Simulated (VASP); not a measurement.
CdS (Greenockite):

```xyz
4
Lattice="4.1221 0.0000 0.0000 -2.0611 3.5699 0.0000 0.0000 0.0000 6.6918" Properties=species:S:1:pos:R:3 pbc="T T T"
Cd    2.0611    1.1900    3.3459
Cd    0.0000    2.3799    0.0000
S     2.0611    1.1900    5.8553
S     0.0000    2.3799    2.5094
```

Base run:

* Program: VASP 6.6.1
* Functional: RPBE
* Dispersion: D4
* Potentials or basis: VASP PAW PBE potentials, release 64 (Cd, S)
* Cutoff: 520 eV
* k mesh: 7 × 7 × 4
* Occupations: fermi-dirac, width 0.05 eV
* Spin: no spin polarisation

Its results: band gap on the k mesh 1.43 eV, direct; pressure 1.5 GPa; largest force 0.081 eV/Å.

The run is repeated on the same cell with these changes: functional from RPBE to PBEsol; dispersion from D4 to none. What comes out?

Band gap on the k mesh 1.11 eV, direct; pressure 0.6 GPa; largest force 0.071 eV/Å.

Several settings changed at once, so the effect can't be laid on one alone.

Caveats: the PAW data sets were made with another functional, which shifts forces and pressure a little.

